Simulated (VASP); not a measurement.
Runs of VASP 6.6.1 on Bi. The structure is that of space group R-3m (No. 166), or close to it. The cells are those of the table. 

| task | cell | gap on the mesh (eV) | pressure (GPa) | largest force (eV/Å) |
| --- | --- | --- | --- | --- |
| electric field gradients | a = 4.730 Å, angles 57.2°, 2 atoms | none | 2.2 | 0.25 |
| single point | a = 4.717 Å, angles 56.4°, 2 atoms | none | 4.1 | 0.38 |
| electric field gradients | a = 4.714 Å, angles 57.2°, 2 atoms | none | 2.8 | 0.30 |
| electric field gradients | a = 4.855, b = 4.704, c = 4.680 Å, angles 57.1, 57.7, 56.8°, 2 atoms | none | (b) | 0.28 |
| electric field gradients | a = 4.760 Å, angles 57.7°, 2 atoms | none | (a) | 0.12 |

Alike in all rows: level PBE; potentials or basis VASP PAW PBE potentials, release 64 (Bi_d); no spin polarisation; k mesh 11 × 11 × 11; cutoff (eV) 520; smearing fermi-dirac 0.03 eV.

**Question.** Fill in the values left out.

**Answer.** (a) 0.7; (b) 1.8.

Caveats: spin-orbit coupling is left out, which moves the levels of the heavy elements; the cell stands under pressure (at least some runs).

A k mesh can miss the band edges, and the runs leave out spin-orbit coupling on Bi.

A gap of «none» marks levels without a gap at the run's occupations.
